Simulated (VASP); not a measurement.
# Si (Fd-3m) in VASP: single point with r2SCAN

Aim: the single point of Si with r2SCAN.

Everything below comes from runs of VASP 6.6.1. Logs are shortened: lines on timing, memory, paths and dates and some standing lists are left out, and cuts for length are marked.

## Step 1: The cell of the first run

The structure is cubic, space group Fd-3m (No. 227). The conventional cell has a = 5.433 Å, b = 5.433 Å, c = 5.433 Å, α = 90.00°, β = 90.00°, γ = 90.00°. Si (site symmetry -43m) has 4 Si at 2.35 Å within 3.1 Å.

## Step 2: Single point, r2SCAN

Contents of POSCAR:

```
Si
1.0
    3.8420338389      0.0000000000      0.0000000000
    0.0000000000      5.4334563474      0.0000000000
    0.0000000000      0.0000000000      3.8420338389
Si
4
Direct
    0.0000000000      0.0000000000      0.0000000000
    0.5000000000      0.2500000000      0.0000000000
    0.5000000000      0.5000000000      0.5000000000
    0.0000000000      0.7500000000      0.5000000000
```

Contents of INCAR.step1:

```
SYSTEM = Si
PREC = Accurate
ENCUT = 550
ISMEAR = 0
SIGMA = 0.02
LREAL = .False.
LASPH = .True.
NELM = 120
NBANDS = 16
GGA = PE
ALGO = Normal
EDIFF = 1E-5
LWAVE = .True.
LCHARG = .False.
GGA_COMPAT = .False.
```

Contents of INCAR.step2:

```
SYSTEM = Si
PREC = Accurate
ENCUT = 550
EDIFF = 1E-6
ISMEAR = 0
SIGMA = 0.02
LREAL = .False.
LASPH = .True.
NELM = 120
ALGO = Normal
ISIF = 2
LWAVE = .False.
LCHARG = .False.
METAGGA = R2SCAN
LMIXTAU = .True.
NBANDS = 16
ISTART = 1
GGA_COMPAT = .False.
```

Contents of KPOINTS:

```
regular mesh
0
Gamma
  10 8 10
  0 0 0
```

Potentials or basis: VASP PAW PBE potentials, release 64 (Si).

Command:

```
> cat potpaw_PBE.64/Si/POTCAR > POTCAR
> cp INCAR.step1 INCAR
> mpirun -np 1 vasp_std > vasp.out
> cp INCAR.step2 INCAR
> mpirun -np 1 vasp_std > vasp.out
```

OUTCAR:

```text
SYSTEM = Si
   PREC = Accurate
   ENCUT = 550
   EDIFF = 1E-6
   ISMEAR = 0
   LREAL = .False.
   LASPH = .True.
   NELM = 120
   ISIF = 2
   METAGGA = R2SCAN
   ISTART = 1

 ion  position               nearest neighbor table
   1  0.000  0.000  0.000-   2 2.35   4 2.35   4 2.35   2 2.35
   2  0.500  0.250  0.000-   1 2.35   3 2.35   3 2.35   1 2.35
   3  0.500  0.500  0.500-   2 2.35   4 2.35   2 2.35   4 2.35
   4  0.000  0.750  0.500-   1 2.35   3 2.35   1 2.35   3 2.35

  LATTYP: Found a simple tetragonal cell.
 ALAT       =     3.8420338389
 C/A-ratio  =     1.4142135586

  Lattice vectors:

 A1 = (  -3.8420338389,   0.0000000000,   0.0000000000)
 A2 = (   0.0000000000,   0.0000000000,   3.8420338389)
 A3 = (   0.0000000000,   5.4334563474,   0.0000000000)

Analysis of symmetry for initial positions (statically):
=====================================================================
 Subroutine PRICEL returns following result:

  LATTYP: Found a face centered cubic cell.
 ALAT       =     5.4334563547

  Lattice vectors:

 A1 = (  -1.9210169194,   2.7167281737,   1.9210169194)
 A2 = (   0.0000000000,   0.0000000000,   3.8420338389)
 A3 = (   1.9210169194,   2.7167281737,   1.9210169194)

   2 primitive cells build up your supercell.

 Routine SETGRP: Setting up the symmetry group for a
 simple tetragonal supercell.

 Subroutine GETGRP returns: Found 16 space group operations
 (whereof  8 operations were pure point group operations)
 out of a pool of 16 trial point group operations.

The static configuration has the point symmetry D_2d.
 The point group associated with its full space group is D_4h.

Analysis of symmetry for dynamics (positions and initial velocities):
=====================================================================
 Subroutine PRICEL returns following result:

  LATTYP: Found a face centered cubic cell.
 ALAT       =     5.4334563547

  Lattice vectors:

 A1 = (  -1.9210169194,   2.7167281737,   1.9210169194)
 A2 = (   0.0000000000,   0.0000000000,   3.8420338389)
 A3 = (   1.9210169194,   2.7167281737,   1.9210169194)

   2 primitive cells build up your supercell.

 Routine SETGRP: Setting up the symmetry group for a
 simple tetragonal supercell.

 Subroutine GETGRP returns: Found 16 space group operations
 (whereof  8 operations were pure point group operations)
 out of a pool of 16 trial point group operations.

The dynamic configuration has the point symmetry D_2d.
 The point group associated with its full space group is D_4h.

 Subroutine INISYM returns: Found 16 space group operations
 (whereof  8 operations are pure point group operations),
 and found     2 'primitive' translations

----------------------------------------------------------------------------------------

                                     Primitive cell

  volume of cell :      40.1022

  direct lattice vectors                    reciprocal lattice vectors
    -1.921016919  2.716728174  1.921016919    -0.260278811  0.184044913  0.000000000
     0.000000000  0.000000000  3.842033839    -0.000000000 -0.184044913  0.260278811
     1.921016919  2.716728174  1.921016919     0.260278811  0.184044913  0.000000000

  length of vectors
     3.842033834  3.842033839  3.842033834     0.318775139  0.318775139  0.318775139

  position of ions in fractional coordinates (direct lattice)
     0.000000000  0.000000000  0.000000000
     0.750000000  0.750000000  0.750000000

  ion indices of the primitive-cell ions
   primitive index   ion index
                 1           1
                 2           2

----------------------------------------------------------------------------------------

 KPOINTS: regular mesh

Automatic generation of k-mesh.
 Grid dimensions read from file:
 generate k-points for:   10    8   10

 Generating k-lattice:

  Cartesian coordinates                     Fractional coordinates (reciprocal lattice)
     0.026027881  0.000000000  0.000000000     0.100000000  0.000000000  0.000000000
     0.000000000  0.023005614  0.000000000     0.000000000  0.125000000  0.000000000
     0.000000000  0.000000000  0.026027881     0.000000000  0.000000000  0.100000000

  Length of vectors
     0.026027881  0.023005614  0.026027881

  Shift w.r.t. Gamma in fractional coordinates (k-lattice)
     0.000000000  0.000000000  0.000000000

 Subroutine IBZKPT returns following result:
 ===========================================

 Found    105 irreducible k-points:

 Following reciprocal coordinates:
            Coordinates               Weight
  0.000000  0.000000  0.000000      1.000000
  0.100000  0.000000  0.000000      4.000000
  0.200000  0.000000  0.000000      4.000000
  0.300000  0.000000  0.000000      4.000000
  0.400000  0.000000  0.000000      4.000000
  0.500000  0.000000  0.000000      2.000000
[... 16 lines left out ...]
  0.400000  0.375000  0.000000      8.000000
  0.500000  0.375000  0.000000      4.000000
 [... further k-points ...]
   k-points           NKPTS =    105   k-points in BZ     NKDIM =    105   number of bands    NBANDS=     16
   number of dos      NEDOS =    301   number of ions     NIONS =      4
   total plane-waves  NPLWV =  37800
   dimension x,y,z NGX =    30 NGY =   42 NGZ =   30
   dimension x,y,z NGXF=    60 NGYF=   84 NGZF=   60
   ions per type =               4
   NGX,Y,Z   is equivalent  to a cutoff of  12.98, 12.85, 12.98 a.u.
   NGXF,Y,Z  is equivalent  to a cutoff of  25.96, 25.70, 25.96 a.u.
 SYSTEM =  Si
   PREC   = accura    normal or accurate (medium, high low for compatibility)
   ISTART =      1    job   : 0-new  1-cont  2-samecut
   ICHARG =      0    charge: 1-file 2-atom 10-const
   ISPIN  =      1    spin polarized calculation?
   LNONCOLLINEAR =      F non collinear calculations
   LSORBIT =      F    spin-orbit coupling
   LASPH  =      T    aspherical Exc in radial PAW
   ENCUT  =  550.0 eV  40.42 Ry    6.36 a.u.   7.35 10.39  7.35*2*pi/ulx,y,z
   NELM   =    120;   NELMIN=  2; NELMDL=  0     # of ELM steps
   EDIFF  = 0.1E-05   stopping-criterion for ELM
   LREAL  =      F    real-space projection
   EDIFFG = 0.1E-04   stopping-criterion for IOM
   NSW    =      0    number of steps for IOM
   IBRION =     -1    ionic relax: 0-MD 1-quasi-New 2-CG
   NFREE  =      0    steps in history (QN), initial steepest desc. (CG)
   ISIF   =      2    stress and relaxation
   ISYM   =      2    0-nonsym 1-usesym 2-fastsym
   POTIM  = 0.5000    time-step for ionic-motion
   TEBEG  =    0.0;   TEEND  =   0.0 temperature during run
   PSTRESS=    0.0 pullay stress
   NELECT =      16.0000    total number of electrons
   NUPDOWN=      -1.0000    fix difference up-down
   EMIN   =  10.00;   EMAX   =-10.00  energy-range for DOS
   EFERMI =   0.00;   METHOD = LEGACY
   ISMEAR =     0;   SIGMA  =   0.02  broadening in eV -4-tet -1-fermi 0-gaus
   EFERMI_NEDOS =   21; number of points for ismear=-14 and -15
   IALGO  =     38    algorithm
   IMIX   =      4    mixing-type and parameters
     AMIX     =   0.40;   BMIX     =  1.00
     AMIX_MAG =   1.60;   BMIX_MAG =  1.00
  volume/ion in A,a.u.               =      20.05       135.31
  Fermi-wavevector in a.u.,A,eV,Ry     =   0.956567  1.807649 12.449604  0.915020
  Thomas-Fermi vector in A             =   2.085507
   LORBIT       =      0    0 simple, 1 ext, 2 COOP (PROOUT), +10 PAW based schemes
   METAGGA = R2SCAN    functional components
   LHFCALC =     F    Hartree Fock is set to
   AEXX    =    0.0000 exact exchange contribution
   IVDW    =     0    specifies the selected vdW correction
   LEPSILON=     F    determine dielectric tensor
   LRPA    =     F    only Hartree local field effects (RPA)
 non-spin polarized calculation
 Gauss-broadening in eV      SIGMA  =   0.02
  energy-cutoff  :      550.00
  volume of cell :       80.20
 maximum number of plane-waves:      2377
 NGX is ok and might be reduce to    30
   NGX = 15   NGY = 21   NGZ = 15

 number of electron      16.0000000 magnetization

 Free energy of the ion-electron system (eV)
  ---------------------------------------------------
  ext. energy  EPLUGINS =         0.00000000
  ---------------------------------------------------
  free energy    TOTEN  =       -35.09992155 eV

  energy without entropy =      -35.09992155  energy(sigma->0) =      -35.09992155

 E-fermi :   5.8529     XC(G=0):  -9.8491

 val. band max:        5.7222541301   @ k =   0.0000   0.0000   0.0000
 cond. band min:       6.5049353243   @ k =   0.0000   0.1250   0.0000
 fundamental gap:      0.7826811942
 Fermi energy:         5.8529350579

 k-point     1 :       0.0000    0.0000    0.0000
  band No.  band energies     occupation
      1      -6.7932      2.00000
      2      -2.4307      2.00000
      3      -2.4307      2.00000
      4       2.7146      2.00000
      5       2.7146      2.00000
      6       5.7222      2.00000
[... 8 lines left out ...]
     15      13.8482      0.00000
     16      13.8482      0.00000

 k-point     2 :       0.1000    0.0000    0.0000
  band No.  band energies     occupation
      1      -6.7013      2.00000
      2      -2.4747      2.00000
      3      -2.3310      2.00000
      4       2.2307      2.00000
      5       2.7882      2.00000
      6       4.9785      2.00000
[... 8 lines left out ...]
     15      13.4246      0.00000
     16      13.7610      0.00000

 k-point     3 :       0.2000    0.0000    0.0000
  band No.  band energies     occupation
      1      -6.4278      2.00000
      2      -2.6717      2.00000
      3      -2.0325      2.00000
      4       1.4826      2.00000
      5       3.0052      2.00000
      6       3.6433      2.00000
[... 8 lines left out ...]
     15      12.7227      0.00000
     16      13.8270      0.00000

 k-point     4 :       0.3000    0.0000    0.0000
  band No.  band energies     occupation
      1      -5.9804      2.00000
      2      -3.1421      2.00000
      3      -1.5371      2.00000
      4       1.1266      2.00000
      5       2.3027      2.00000
      6       3.3525      2.00000
[... 8 lines left out ...]
     15      12.2705      0.00000
     16      13.0604      0.00000

 k-point     5 :       0.4000    0.0000    0.0000
  band No.  band energies     occupation
      1      -5.3752      2.00000
      2      -3.8562      2.00000
      3      -0.8481      2.00000
      4       1.0849      2.00000
      5       1.2815      2.00000
      6       2.6003      2.00000
[... 8 lines left out ...]
     15      12.2030      0.00000
     16      12.2212      0.00000

 k-point     6 :       0.5000    0.0000    0.0000
  band No.  band energies     occupation
      1      -4.6446      2.00000
      2      -4.6446      2.00000
      3       0.0289      2.00000
      4       0.0289      2.00000
      5       1.8167      2.00000
      6       1.8167      2.00000
[... 8 lines left out ...]
     15      12.4002      0.00000
     16      12.4002      0.00000
[... 267 lines left out ...]
 k-point    21 :       0.2000    0.3750    0.0000
  band No.  band energies     occupation
      1      -5.8047      2.00000
      2      -4.7338      2.00000
      3       0.0679      2.00000
      4       1.5074      2.00000
      5       2.8303      2.00000
      6       3.5448      2.00000
[... 8 lines left out ...]
     15      11.6376      0.00000
     16      11.6962      0.00000

 k-point    22 :       0.3000    0.3750    0.0000
  band No.  band energies     occupation
      1      -5.3946      2.00000
      2      -4.4339      2.00000
      3      -0.7958      2.00000
      4       0.3222      2.00000
      5       3.0363      2.00000
      6       3.8269      2.00000
[... 8 lines left out ...]
     15      12.0264      0.00000
     16      13.3165      0.00000

 k-point    23 :       0.4000    0.3750    0.0000
  band No.  band energies     occupation
      1      -4.8803      2.00000
      2      -4.2261      2.00000
      3      -1.4108      2.00000
      4      -0.6958      2.00000
      5       3.4855      2.00000
      6       4.1516      2.00000
[... 8 lines left out ...]
     15      14.0707      0.00000
     16      14.1888      0.00000

 k-point    24 :       0.5000    0.3750    0.0000
  band No.  band energies     occupation
      1      -4.3967      2.00000
      2      -4.3967      2.00000
      3      -1.3682      2.00000
      4      -1.3682      2.00000
      5       4.0343      2.00000
      6       4.0343      2.00000
[... 8 lines left out ...]
     15      14.2644      0.00000
     16      14.2644      0.00000

 [... further k-points ...]
[... 5 lines left out ...]
  --------------------------------------------------------------------------------------
  -------------------------------------------------------------------------------------
  Total        0.1732618      0.1687738      0.1732618      0.0000000      0.0000000      0.0000000
  in kB        3.4611050      3.3714527      3.4611050      0.0000000      0.0000000      0.0000000
  external PRESSURE =       3.4312209 kB  Pullay stress =       0.0000000 kB

 VOLUME and BASIS-vectors are now :
 -----------------------------------------------------------------------------
  energy-cutoff  :      550.00
  volume of cell :       80.20
      direct lattice vectors                 reciprocal lattice vectors
     3.842033839  0.000000000  0.000000000     0.260278811  0.000000000  0.000000000
     0.000000000  5.433456347  0.000000000     0.000000000  0.184044913  0.000000000
     0.000000000  0.000000000  3.842033839     0.000000000  0.000000000  0.260278811

 POSITION                                       TOTAL-FORCE (eV/Angst)
 -----------------------------------------------------------------------------------
      0.00000      0.00000      0.00000        -0.000000     -0.000000     -0.000000
      1.92102      1.35836      0.00000        -0.000000      0.000000      0.000000
      1.92102      2.71673      1.92102         0.000000     -0.000000     -0.000000
      0.00000      4.07509      1.92102         0.000000      0.000000      0.000000
 -----------------------------------------------------------------------------------
    total drift:                                0.000000     -0.000000     -0.000000

  FREE ENERGIE OF THE ION-ELECTRON SYSTEM (eV)
  ---------------------------------------------------
  free  energy   TOTEN  =       -35.0999215471 eV

  energy  without entropy=      -35.0999215471  energy(sigma->0) =      -35.09992155
```

It took 8.1 min on 1 thread of Intel Xeon 8259CL, shared host; peak memory 0.26 GiB.

What came out:

| Item | Value |
| --- | --- |
| Free energy | -35.0999 eV |
| Pressure | 0.3 GPa |
| Band gap on the k mesh | 0.78 eV |

Caveat: the PAW data sets were made with another functional, which shifts forces and pressure a little. r2SCAN opens gaps a little over a GGA but as a rule still falls short of measured ones.
